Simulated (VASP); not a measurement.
A run of VASP 6.6.1:

The input POSCAR:

```
Mo
1.0
   -1.5764210372      1.5764210372      1.5764210372
    1.5764210372     -1.5764210372      1.5764210372
    1.5764210372      1.5764210372     -1.5764210372
Mo
1
Direct
    0.0000000000      0.0000000000      0.0000000000
```

Contents of INCAR.step1:

```
  PREC = Accurate
  ENCUT = 520
  ISMEAR = 1
  SIGMA = 0.01
  LREAL = False
  LASPH = True
  NELM = 80
  NBANDS = 13
  GGA = PE
  ALGO = Normal
  EDIFF = 1E-4
  LWAVE = True
  LCHARG = False
```

The input INCAR.step2:

```
  PREC = Accurate
  ENCUT = 520
  EDIFF = 1E-6
  ISMEAR = 1
  SIGMA = 0.01
  LREAL = False
  LASPH = True
  NELM = 80
  ALGO = Normal
  ISIF = 2
  LWAVE = False
  LCHARG = False
  METAGGA = R2SCAN
  LMIXTAU = True
  NBANDS = 13
  ISTART = 1
```

The input KPOINTS:

```
regular mesh
0
Gamma
  14 14 14
```

Potentials or basis: VASP PAW PBE potentials, release 64 (Mo_sv).

Command:

```bash
$ cat potpaw_PBE.64/Mo_sv/POTCAR > POTCAR
$ cp INCAR.step1 INCAR
$ mpirun -np 1 vasp_std > vasp.out
$ cp INCAR.step2 INCAR
$ mpirun -np 1 vasp_std > vasp.out
```

Hardware: 1 thread of Intel(R) Xeon(R) Platinum 8559C (Emerald Rapids), with other jobs on the host.

Question: How long does it take, and how much memory?

Answer: Wall time 33 s on 1 thread of Intel(R) Xeon(R) Platinum 8559C (Emerald Rapids), on a shared host, peak memory 0.14 GiB. Counts: k points 104.
